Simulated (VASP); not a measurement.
Runs of VASP 6.6.1 on Ag. The structure is that of space group I4_1/amd (No. 141), or close to it. The cells are those of the table. 

```tsv
cell	gap on the mesh (eV)	pressure (GPa)
a = 4.013 Å, angles 96.9, 96.9, 139.3°, 2 atoms	none	-0.1
a = 3.871 Å, angles 97.0, 97.0, 139.2°, 2 atoms	none	10.3
a = 3.177 Å, angles 97.1, 97.1, 138.9°, 2 atoms	none	(a)
a = 3.377 Å, angles 97.1, 97.1, 138.9°, 2 atoms	none	155.2
```

Alike in all rows: task single point; level PBE; potentials or basis VASP PAW PBE potentials, release 64 (Ag); no spin polarisation; k mesh 15 × 15 × 15; cutoff (eV) 520; smearing fermi-dirac 0.1 eV.

Problem. Fill in the values left out.

Solution. (a) 341.5.

Caveats: the cell stands under pressure (at least some runs).

A k mesh can miss the band edges, and the runs leave out spin-orbit coupling on Ag.

A gap of «none» marks levels without a gap at the run's occupations.
